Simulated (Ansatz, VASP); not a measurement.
# One calculation of Rh, two programs

POSCAR

```
Rh
1.0
    0.0000000000      1.9015500000      1.9966275000
    1.9015500000      0.0000000000      1.9966275000
    1.9015500000      1.9015500000      0.0000000000
Rh
1
Direct
    0.0000000000      0.0000000000      0.0000000000
```

File INCAR.step1:

```
ALGO = Normal
EDIFF = 1E-4
ENCUT = 520
GGA = PE
ISMEAR = 0
LASPH = True
LCHARG = False
LREAL = False
LWAVE = True
NBANDS = 14
NELM = 100
PREC = Accurate
SIGMA = 0.15
```

Contents of INCAR.step2:

```
ALGO = Normal
EDIFF = 1E-6
ENCUT = 520
ISIF = 2
ISMEAR = 0
ISTART = 1
LASPH = True
LCHARG = True
LELF = True
LMIXTAU = True
LREAL = False
LVHAR = True
LWAVE = False
METAGGA = R2SCAN
NBANDS = 14
NELM = 100
PREC = Accurate
SIGMA = 0.15
```

KPOINTS

```
k-points
0
Gamma
  22 22 22
```

Input for Ansatz:

```yaml
crystal:
  lattice:
    - [0.0, 1.90155, 1.9966275]
    - [1.90155, 0.0, 1.9966275]
    - [1.90155, 1.90155, 0.0]
  atoms:
    - { symbol: Rh, position: [0.0, 0.0, 0.0] }
basis:
  ecutwfc: 500
kpoints:
  mp_grid: { grid: [22, 22, 22] }
hamiltonian:
  xc: r2scan
scf:
  occupations: { method: gaussian, width: 0.15 }
output:
  forces: true
  stress: true
  eigenvalues: true
```

Change from the starting cell: strain +0.000 along x and y, +0.050 along z, atoms carried along.

Alike in both runs: task single point; functional r2SCAN; k mesh 22 × 22 × 22; occupations gaussian, width 0.15 eV; no spin polarisation.

```csv
,VASP,Ansatz
version,VASP 6.6.1,Ansatz 0.2.0
potentials or method,"VASP PAW PBE potentials, release 64 (Rh_pv), cutoff 520 eV","scalar-relativistic, plane waves, PAW"
valence electrons in the cell,15,17
```

|  | VASP | Ansatz | Ansatz less VASP |
| --- | --- | --- | --- |
| gap on the k mesh at the Fermi level (eV) | none | none | - |
| pressure (GPa) | -11.1 | -12.2 | -1.10 |
| traceless stress, the component that is largest in VASP (GPa) | -7.10 | -7.06 | +0.040 |

VASP's potentials were made for PBE, not for r2SCAN. A gap of «none» marks a metal or a gap that the smearing closes. The functional is the same, so the differences come from potentials, cutoffs and numerics. VASP's potentials hold 15 valence electrons a cell and Ansatz's 17, so a difference there can come from the potentials and not from the codes.
